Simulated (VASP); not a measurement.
Runs of VASP 6.6.1 on Sr3Zn. The structure is that of space group Pm-3m (No. 221), or close to it. The cells are those of the table. 

```tsv
cell	gap on the mesh (eV)	pressure (GPa)
a = 5.622 Å, 4 atoms	none	(a)
a = 5.480 Å, 4 atoms	none	0.0
a = 5.406 Å, 4 atoms	none	(b)
a = 5.691 Å, 4 atoms	none	-1.3
a = 5.330 Å, 4 atoms	none	1.4
a = 5.552 Å, 4 atoms	none	-0.6
a = 5.251 Å, 4 atoms	none	2.3
```

Alike in all rows: task single point; level PBE; potentials or basis VASP PAW PBE potentials, release 64 (Sr_sv, Zn); no spin polarisation; k mesh 4 × 4 × 4; cutoff (eV) 520; smearing methfessel-paxton 0.1 eV.

**Question.** Fill in the values left out.

**Answer.** (a) -1.0; (b) 0.6.

A k mesh can miss the band edges, and the runs leave out spin-orbit coupling on Sr.

A gap of «none» marks levels without a gap at the run's occupations.
